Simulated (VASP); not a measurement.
A run of VASP 6.6.1:

INCAR

```
SYSTEM = CdS
PREC = Accurate ; ENCUT = 520
EDIFF = 1E-7 ; ISMEAR = 0
SIGMA = 0.01 ; LREAL = .FALSE.
LASPH = .TRUE. ; NELM = 100
ALGO = Normal ; ISIF = 2
LWAVE = .FALSE. ; LCHARG = .FALSE.
GGA = PS ; NBANDS = 26
```

File KPOINTS:

```
regular mesh
0
G
  6 6 4
  0 0 0
```

File POSCAR:

```
CdS
1.0
    3.9958963545      0.0000000000      0.0000000000
   -1.9979481772      3.4605477539      0.0000000000
    0.0000000000      0.0000000000      6.5153848420
Cd S
2 2
Direct
    0.3333333333      0.6666666667     -0.0003734476
    0.6666666667      0.3333333333      0.4996265524
    0.3333333333      0.6666666667      0.3753734476
    0.6666666667      0.3333333333      0.8753734476
```

Potentials or basis: VASP PAW PBE potentials, release 64 (Cd, S).

Run with:

```console
$ cat potpaw_PBE.64/Cd/POTCAR potpaw_PBE.64/S/POTCAR > POTCAR
$ mpirun -np 1 vasp_std > vasp.out
```

Hardware: 1 thread of Intel Xeon 8259CL, with other jobs on the host.

Task: Estimate the wall time of this run.

Result: Wall time 81 s on 1 thread of Intel Xeon 8259CL (shared host), peak memory 0.21 GiB. Counts: scf iterations 15, k points 21.
